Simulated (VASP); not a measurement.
# Ta (P6_3/mmc) in VASP: a series of runs

The runs below take Ta through single point, relaxation of cell and atoms, with PBEsol.

Everything below comes from runs of VASP 6.6.1. Logs are shortened: lines on timing, memory, paths and dates and some standing lists are left out, and cuts for length are marked.

**1. The cell of the first run**

Symmetry: P6_3/mmc, No. 194, hexagonal system. The conventional cell has a = 2.691 Å, b = 2.691 Å, c = 4.730 Å, α = 90.00°, β = 90.00°, γ = 120.00°. Within 3.5 Å of Ta (site symmetry -6m2) lie 12 Ta at 2.69 to 2.83 Å.

This isn't the form of Ta at room conditions, which is bcc.

**2. Single point, PBEsol**

Contents of INCAR:

```
PREC = Accurate
ENCUT = 520
EDIFF = 1E-6
ISMEAR = -1
SIGMA = 0.08
LREAL = F
LASPH = T
NELM = 60
ALGO = Normal
ISIF = 2
LWAVE = F
LCHARG = F
GGA = PS
NBANDS = 18
```

Contents of KPOINTS:

```
Automatic mesh
0
Gamma
  16 16 9
```

Contents of POSCAR:

```
Ta
1.0
    2.6908812779      0.0000000000      0.0000000000
   -1.3454406389      2.3303715452      0.0000000000
    0.0000000000      0.0000000000      4.7302216113
Ta
2
Direct
    0.3333333333      0.6666666667      0.2500000000
    0.6666666667      0.3333333333      0.7500000000
```

Potentials or basis: VASP PAW PBE potentials, release 64 (Ta_pv).

On the command line:

```sh
$ cat potpaw_PBE.64/Ta_pv/POTCAR > POTCAR
$ mpirun -np 1 vasp_std > vasp.out
```

OUTCAR:

```text
PREC = Accurate
   ENCUT = 520
   EDIFF = 1E-6
   ISMEAR = -1
   LREAL = F
   LASPH = T
   NELM = 60
   ISIF = 2
   GGA = PS

 ion  position               nearest neighbor table
   1  0.333  0.667  0.250-   2 2.83   2 2.83   2 2.83   2 2.83   2 2.83   2 2.83
   2  0.667  0.333  0.750-   1 2.83   1 2.83   1 2.83   1 2.83   1 2.83   1 2.83

  LATTYP: Found a hexagonal cell.
 ALAT       =     2.6908812779
 C/A-ratio  =     1.7578707950

  Lattice vectors:

 A1 = (   2.6908812779,   0.0000000000,   0.0000000000)
 A2 = (  -1.3454406389,   2.3303715452,   0.0000000000)
 A3 = (   0.0000000000,   0.0000000000,   4.7302216113)

Analysis of symmetry for initial positions (statically):
=====================================================================
 Subroutine PRICEL returns:
 Original cell was already a primitive cell.

 Routine SETGRP: Setting up the symmetry group for a
 hexagonal supercell.

 Subroutine GETGRP returns: Found 24 space group operations
 (whereof 12 operations were pure point group operations)
 out of a pool of 24 trial point group operations.

The static configuration has the point symmetry D_3d.
 The point group associated with its full space group is D_6h.

Analysis of symmetry for dynamics (positions and initial velocities):
=====================================================================
 Subroutine PRICEL returns:
 Original cell was already a primitive cell.

 Routine SETGRP: Setting up the symmetry group for a
 hexagonal supercell.

 Subroutine GETGRP returns: Found 24 space group operations
 (whereof 12 operations were pure point group operations)
 out of a pool of 24 trial point group operations.

The dynamic configuration has the point symmetry D_3d.
 The point group associated with its full space group is D_6h.

 Subroutine INISYM returns: Found 24 space group operations
 (whereof 12 operations are pure point group operations),
 and found     1 'primitive' translations

----------------------------------------------------------------------------------------

                                     Primitive cell

  volume of cell :      29.6621

  direct lattice vectors                    reciprocal lattice vectors
     2.690881278  0.000000000  0.000000000     0.371625463  0.214558061  0.000000000
    -1.345440639  2.330371545  0.000000000     0.000000000  0.429116122  0.000000000
[... 77 lines left out ...]
   ISTART =      0    job   : 0-new  1-cont  2-samecut
   ICHARG =      2    charge: 1-file 2-atom 10-const
   ISPIN  =      1    spin polarized calculation?
   LNONCOLLINEAR =      F non collinear calculations
   LSORBIT =      F    spin-orbit coupling
   LASPH  =      T    aspherical Exc in radial PAW
   ENCUT  =  520.0 eV  38.22 Ry    6.18 a.u.   5.00  5.00  8.80*2*pi/ulx,y,z
   NELM   =     60;   NELMIN=  2; NELMDL= -5     # of ELM steps
   EDIFF  = 0.1E-05   stopping-criterion for ELM
   LREAL  =      F    real-space projection
   EDIFFG = 0.1E-04   stopping-criterion for IOM
   NSW    =      0    number of steps for IOM
   IBRION =     -1    ionic relax: 0-MD 1-quasi-New 2-CG
   NFREE  =      0    steps in history (QN), initial steepest desc. (CG)
   ISIF   =      2    stress and relaxation
   ISYM   =      2    0-nonsym 1-usesym 2-fastsym
   POTIM  = 0.5000    time-step for ionic-motion
   TEBEG  =    0.0;   TEEND  =   0.0 temperature during run
   PSTRESS=    0.0 pullay stress
   NELECT =      22.0000    total number of electrons
   NUPDOWN=      -1.0000    fix difference up-down
   EMIN   =  10.00;   EMAX   =-10.00  energy-range for DOS
   EFERMI =   0.00;   METHOD = LEGACY
   ISMEAR =    -1;   SIGMA  =   0.08  broadening in eV -4-tet -1-fermi 0-gaus
   EFERMI_NEDOS =   21; number of points for ismear=-14 and -15
   IALGO  =     38    algorithm
   IMIX   =      4    mixing-type and parameters
     AMIX     =   0.40;   BMIX     =  1.00
     AMIX_MAG =   1.60;   BMIX_MAG =  1.00
  volume/ion in A,a.u.               =      14.83       100.08
  Fermi-wavevector in a.u.,A,eV,Ry     =   1.481888  2.800362 29.878278  2.195991
  Thomas-Fermi vector in A             =   2.595742
   LORBIT       =      0    0 simple, 1 ext, 2 COOP (PROOUT), +10 PAW based schemes
   GGA     = PS    functional components
   LHFCALC =     F    Hartree Fock is set to
   AEXX    =    0.0000 exact exchange contribution
   IVDW    =     0    specifies the selected vdW correction
   LEPSILON=     F    determine dielectric tensor
   LRPA    =     F    only Hartree local field effects (RPA)
 non-spin polarized calculation
  energy-cutoff  :      520.00
  volume of cell :       29.66
 maximum number of plane-waves:       821
 NGX is ok and might be reduce to    20
   NGX =  9   NGY =  9   NGZ = 17

 number of electron      21.9999996 magnetization

 Free energy of the ion-electron system (eV)
  ---------------------------------------------------
  ext. energy  EPLUGINS =         0.00000000
  ---------------------------------------------------
  free energy    TOTEN  =       -23.49941548 eV

  energy without entropy =      -23.45864338  energy(sigma->0) =      -23.47902943

 E-fermi :   7.5333     XC(G=0): -13.7469

 val. band max:        7.5298075284   @ k =   0.2500   0.2500   0.1111
 cond. band min:       7.5395277440   @ k =   0.1250   0.1250   0.2222
 fundamental gap:      0.0097202156
 Fermi energy:         7.5333280811

 k-point     1 :       0.0000    0.0000    0.0000
  band No.  band energies     occupation
      1     -27.2433      2.00000
      2     -25.3802      2.00000
      3     -25.2783      2.00000
      4     -25.2783      2.00000
      5     -25.0916      2.00000
      6     -25.0916      2.00000
[... 481 lines left out ...]
      5     -25.7409      2.00000
      6     -25.6067      2.00000
[... 10 lines left out ...]
     17      15.9408      0.00000
     18      19.3025      0.00000

 [... further k-points ...]
[... 5 lines left out ...]
  --------------------------------------------------------------------------------------
  -------------------------------------------------------------------------------------
  Total       10.9059354     10.9059354     10.8660914      0.0000000      0.0000000     -0.0000000
  in kB      589.0773317    589.0773317    586.9251806      0.0000000      0.0000000     -0.0000000
  external PRESSURE =     588.3599480 kB  Pullay stress =       0.0000000 kB

 VOLUME and BASIS-vectors are now :
 -----------------------------------------------------------------------------
  energy-cutoff  :      520.00
  volume of cell :       29.66
      direct lattice vectors                 reciprocal lattice vectors
     2.690881278  0.000000000  0.000000000     0.371625463  0.214558061  0.000000000
    -1.345440639  2.330371545  0.000000000     0.000000000  0.429116122  0.000000000
     0.000000000  0.000000000  4.730221611     0.000000000  0.000000000  0.211406586

 POSITION                                       TOTAL-FORCE (eV/Angst)
 -----------------------------------------------------------------------------------
     -0.00000      1.55358      1.18256        -0.000000      0.000000      0.000000
      1.34544      0.77679      3.54767         0.000000     -0.000000      0.000000
 -----------------------------------------------------------------------------------
    total drift:                               -0.000000      0.000000     -0.000000

  FREE ENERGIE OF THE ION-ELECTRON SYSTEM (eV)
  ---------------------------------------------------
  free  energy   TOTEN  =       -23.4994154845 eV

  energy  without entropy=      -23.4586433773  energy(sigma->0) =      -23.47902943
```

OSZICAR:

```text
N       E                     dE             d eps       ncg     rms          rms(c)
DAV:   1     0.174196804629E+03    0.17420E+03   -0.12880E+04  5400   0.131E+03
DAV:   2    -0.198217566384E+02   -0.19402E+03   -0.19024E+03  6482   0.370E+02
DAV:   3    -0.242303631611E+02   -0.44086E+01   -0.43570E+01  6320   0.527E+01
DAV:   4    -0.242573892254E+02   -0.27026E-01   -0.26992E-01  6036   0.421E+00
DAV:   5    -0.242575551046E+02   -0.16588E-03   -0.16587E-03  6020   0.312E-01    0.271E+01
DAV:   6    -0.237114890481E+02    0.54607E+00   -0.41504E-01  6006   0.610E+00    0.143E+01
DAV:   7    -0.235025446792E+02    0.20894E+00   -0.45728E-01  6130   0.609E+00    0.424E-01
DAV:   8    -0.234994084120E+02    0.31363E-02   -0.10254E-02  6008   0.996E-01    0.138E-01
DAV:   9    -0.234994151504E+02   -0.67384E-05   -0.13996E-04  6694   0.961E-02    0.575E-02
DAV:  10    -0.234994168529E+02   -0.17025E-05   -0.16643E-05  6402   0.302E-02    0.106E-02
DAV:  11    -0.234994154430E+02    0.14099E-05   -0.16517E-06  3590   0.100E-02    0.453E-03
DAV:  12    -0.234994154845E+02   -0.41547E-07   -0.11005E-07  2786   0.320E-03
   1 F= -.23499415E+02 E0= -.23479029E+02  d E =-.407721E-01
```

stdout:

```text
POSCAR found type information on POSCAR Ta
 POSCAR found :  1 types and       2 ions
 scaLAPACK will be used
 -----------------------------------------------------------------------------
|                                                                             |
|                                                                             |
|     You enforced a specific xc type in the INCAR file but a different       |
|     I HOPE YOU KNOW WHAT YOU ARE DOING!                                     |
|                                                                             |
 -----------------------------------------------------------------------------

 LDA part: xc-table for (Slater+PW92), standard interpolation
 POSCAR, INCAR and KPOINTS ok, starting setup
 FFT: planning ... GRIDC
 FFT: planning ... GRID_SOFT
 FFT: planning ... GRID
 WAVECAR not read
 entering main loop
```

Run time: 70 s. Hardware: 1 thread of Intel Xeon Platinum 8259CL at 2.50GHz (Skylake/Cascade Lake), shared host; peak memory 0.19 GiB.

What came out:

```
Free energy            : -23.4994 eV
Pressure               : 58.8 GPa
Band gap on the k mesh : zero (bands 11 and 12 overlap by 3.01 eV)
```

Stress tensor (GPa, compression positive):
```
58.91  0.00  0.00
 0.00 58.91  0.00
 0.00  0.00 58.69
```

Levels at points of the mesh, in eV from the Fermi level:
```tsv
k point	band 8	band 9	band 10	band 11	band 12	band 13	band 14	band 15
(0.00, 0.00, 0.00)	-5.83	-0.90	0.40	0.40	0.95	1.24	1.24	3.47
(0.50, 0.00, 0.00)	-4.91	-4.64	-0.45	0.07	0.57	0.76	7.37	8.37
```

Caveat: the cell stands under pressure; the PAW data sets were made with another functional, which shifts forces and pressure a little; spin-orbit coupling is left out, which moves the levels of the heavy elements.

**3. Relaxation of cell and atoms, PBEsol, target pressure 58 GPa, at which the enthalpy is minimised**

Contents of INCAR:

```
  PREC = Accurate
  ENCUT = 600
  EDIFF = 1E-6
  ISMEAR = -1
  SIGMA = 0.08
  LREAL = F
  LASPH = T
  NELM = 100
  ALGO = Normal
  ISIF = 3
  LWAVE = F
  LCHARG = F
  GGA = PS
  IBRION = 2
  NSW = 32
  EDIFFG = -0.005
  PSTRESS = 580.0
```

KPOINTS is that of step 2.

POSCAR is that of step 2.

Potentials or basis: VASP PAW PBE potentials, release 64 (Ta_pv).

On the command line:

```sh
$ cat potpaw_PBE.64/Ta_pv/POTCAR > POTCAR
$ mpirun -np 1 vasp_std > vasp.out
```

Run time: 76 s. Hardware: 1 thread of Intel Xeon 6975P-C (Granite Rapids), shared host; peak memory 0.22 GiB.

Results (log left out):

| Item | Value |
| --- | --- |
| Free energy | -23.5241 eV |
| Relaxed volume | 14.86 Å³/atom |
| Relaxed cell | a = 2.694 Å, b = 2.694 Å, c = 4.731 Å, α = 90.00°, β = 90.00°, γ = 120.00° |
| Space group after relaxing (to 0.1 Å) | P6_3/mmc (No. 194) |
| Energy change on relaxing (the run minimises the enthalpy) | -12.1 meV/atom |
| Ionic steps | 6 |
| Pressure after relaxing | 58.0 GPa |
| Band gap on the k mesh | zero (bands 11 and 12 overlap by 3.00 eV) |

The path:
```tsv
step	energy change (eV)	largest force (eV/Å)	pressure (GPa)	volume (Å³)
1	0.0000	0.0000	58.86	29.66
2	-0.1210	0.0000	54.30	30.00
3	-0.0236	0.0000	58.00	29.73
4	-0.0240	0.0000	57.99	29.73
5	-0.0245	0.0000	57.98	29.73
6	-0.0242	0.0000	57.96	29.73
```

Final structure:
```
Ta
1.0
     2.69353    0.00000    0.00000
    -1.34676    2.33266    0.00000
     0.00000    0.00000    4.73150
Ta
2
Cartesian
  0.0000 1.5551 1.1829
  1.3468 0.7776 3.5486
```

Levels at points of the mesh, in eV from the Fermi level:
| k point | band 7 | band 8 | band 9 | band 10 | band 11 | band 12 | band 13 | band 14 | band 15 |
| --- | --- | --- | --- | --- | --- | --- | --- | --- | --- |
| (0.00, 0.00, 0.00) | -9.12 | -5.82 | -0.88 | 0.40 | 0.40 | 0.95 | 1.24 | 1.24 | 3.46 |
| (0.50, 0.00, 0.00) | -5.20 | -4.90 | -4.62 | -0.44 | 0.06 | 0.57 | 0.76 | 7.36 | 8.34 |

Caveat: the cell is relaxed towards a set pressure, so the run minimises the enthalpy, not the energy; the PAW data sets were made with another functional, which shifts forces and pressure a little; spin-orbit coupling is left out, which moves the levels of the heavy elements.

**4. Relaxation of cell and atoms, PBEsol, target pressure 58 GPa, at which the enthalpy is minimised**

This run uses another cell than the first one, of 14.90 Å³/atom.

Contents of INCAR:

```
SYSTEM = Ta
ALGO = Normal
EDIFF = 1E-7
EDIFFG = -0.005
ENCUT = 600
GGA = PS
IBRION = 2
ISIF = 3
ISMEAR = -1
LASPH = .True.
LCHARG = .False.
LREAL = .False.
LWAVE = .False.
NELM = 80
NSW = 60
PREC = Accurate
PSTRESS = 580.0
SIGMA = 0.08
```

Contents of KPOINTS:

```
k-points
0
Gamma
  16 16 9
  0 0 0
```

Contents of POSCAR:

```
Ta
1.0
    2.7693367500      0.0000000000      0.0000000000
   -1.3846683750      2.3983159771      0.0000000000
    0.0000000000      0.0000000000      4.4863255350
Ta
2
Direct
    0.3333333333      0.6666666667      0.2500000000
    0.6666666667      0.3333333333      0.7500000000
```

On the command line:

```sh
$ cat potpaw_PBE.64/Ta_pv/POTCAR > POTCAR
$ mpirun -np 1 vasp_std > vasp.out
```

Wall time 2.4 min (1 thread of Intel Xeon 6975P-C (Granite Rapids), shared host); peak memory 0.22 GiB.

Results (log left out):

```
Free energy                                                : -23.5226 eV
Relaxed volume                                             : 14.86 Å³/atom
Relaxed cell                                               : a = 2.693 Å, b = 2.693 Å, c = 4.732 Å, α = 90.00°, β = 90.00°, γ = 120.00°
Space group after relaxing (to 0.1 Å)                      : P6_3/mmc (No. 194)
Energy change on relaxing (the run minimises the enthalpy) : -35.7 meV/atom
Ionic steps                                                : 8
Pressure after relaxing                                    : 58.0 GPa
Band gap on the k mesh                                     : zero (bands 11 and 12 overlap by 3.00 eV)
```

The path:
| step | energy change (eV) | largest force (eV/Å) | pressure (GPa) | volume (Å³) |
| --- | --- | --- | --- | --- |
| 1 | 0.0000 | 0.0000 | 56.72 | 29.80 |
| 2 | 0.1164 | 0.0000 | 64.67 | 29.24 |
| 3 | 0.1301 | 0.0000 | 65.23 | 29.20 |
| 4 | -0.2931 | 0.0000 | 49.12 | 30.46 |
| 5 | -0.0387 | 0.0000 | 59.24 | 29.64 |
| 6 | -0.0349 | 0.0000 | 59.37 | 29.63 |
| 7 | -0.0850 | 0.0000 | 57.49 | 29.76 |
| 8 | -0.0714 | 0.0000 | 58.01 | 29.72 |

Final structure:
```
Ta
1.0
     2.69334    0.00000    0.00000
    -1.34667    2.33250    0.00000
     0.00000    0.00000    4.73150
Ta
2
Direct
  0.33333 0.66667 0.25000
  0.66667 0.33333 0.75000
```

Levels at points of the mesh, in eV from the Fermi level:
```tsv
k point	band 7	band 8	band 9	band 10	band 11	band 12	band 13	band 14	band 15
(0.00, 0.00, 0.00)	-9.13	-5.82	-0.89	0.40	0.40	0.95	1.24	1.24	3.46
(0.50, 0.00, 0.00)	-5.20	-4.90	-4.62	-0.44	0.06	0.57	0.76	7.36	8.34
```

Caveat: the cell is relaxed towards a set pressure, so the run minimises the enthalpy, not the energy; the PAW data sets were made with another functional, which shifts forces and pressure a little; spin-orbit coupling is left out, which moves the levels of the heavy elements.

**5. The runs side by side**

```tsv
task	cell	cutoff (eV)	gap on the mesh (eV)	pressure (GPa)
single point	a = 2.691, b = 2.691, c = 4.730 Å, angles 90.0, 90.0, 120.0°, 2 atoms	520	none	58.8
relaxation of cell and atoms	relaxed to 58 GPa from a = 2.691, b = 2.691, c = 4.730 Å, angles 90.0, 90.0, 120.0°, 2 atoms	600	none	58.0
relaxation of cell and atoms	relaxed to 58 GPa from a = 2.769, b = 2.769, c = 4.486 Å, angles 90.0, 90.0, 120.0°, 2 atoms	600	none	58.0
```

Alike in all rows: level PBEsol; potentials or basis VASP PAW PBE potentials, release 64 (Ta_pv); no spin polarisation; k mesh 16 × 16 × 9; smearing fermi-dirac 0.08 eV.

Caveats: the PAW data sets were made with another functional, which shifts forces and pressure a little; spin-orbit coupling is left out, which moves the levels of the heavy elements; the cell is relaxed towards a set pressure, so the run minimises the enthalpy, not the energy (at least some runs); the cell stands under pressure (at least some runs).

Total energies depend on the potentials used, so only differences within one code and one set of settings carry meaning.
